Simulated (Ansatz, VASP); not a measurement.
One calculation of Sr, two programs

The input INCAR:

```
  PREC = Accurate
  ENCUT = 600
  EDIFF = 1E-6
  ISMEAR = -1
  SIGMA = 0.08
  LREAL = False
  LASPH = True
  NELM = 100
  ALGO = Normal
  ISIF = 3
  LWAVE = False
  LCHARG = False
  GGA = PE
  IBRION = 2
  NSW = 60
  EDIFFG = -0.005
```

The input KPOINTS:

```
regular mesh
0
Gamma
  11 11 11
```

POSCAR

```
Sr
1.0
    0.0000000000      3.0191369257      3.0191369257
    3.0191369257      0.0000000000      3.0191369257
    3.0191369257      3.0191369257      0.0000000000
Sr
1
Direct
    0.0000000000      0.0000000000      0.0000000000
```

Input for Ansatz:

```yaml
crystal:
  lattice:
    - [0.0, 3.0191369257, 3.0191369257]
    - [3.0191369257, 0.0, 3.0191369257]
    - [3.0191369257, 3.0191369257, 0.0]
  atoms:
    - { symbol: Sr, position: [0.0, 0.0, 0.0] }
kpoints:
  mp_grid: { grid: [11, 11, 11] }
scf:
  occupations: { method: fermi_dirac, width: 0.08 }
hamiltonian:
  xc: pbe
  pseudopotentials: { kind: paw }
output:
  forces: true
  stress: true
relax:
  f_tol: 0.005
  max_steps: 40
  cell: {}
```

Alike in both runs: task relaxation of cell and atoms; functional PBE; k mesh 11 × 11 × 11; occupations fermi-dirac, width 0.08 eV; no spin polarisation.

|  | VASP | Ansatz |
| --- | --- | --- |
| version | VASP 6.6.1 | Ansatz 0.2.0 |
| potentials or method | VASP PAW PBE potentials, release 64 (Sr_sv) | PAW with Ansatz's default frozen-core files, scalar-relativistic |
| plane-wave cutoff (eV) | 600 | 420 |
| valence electrons in the cell | 10 | 10 |

|  | VASP | Ansatz | Ansatz less VASP |
| --- | --- | --- | --- |
| relaxed volume (Å³/atom) | 55.04 | 55.04 | 0.000 |
| relaxed cell length with the largest relative difference (Å) | 4.270 | 4.270 | 0.0000 |

Noted on VASP's run: the relaxation stopped at its first step, so nothing moved.
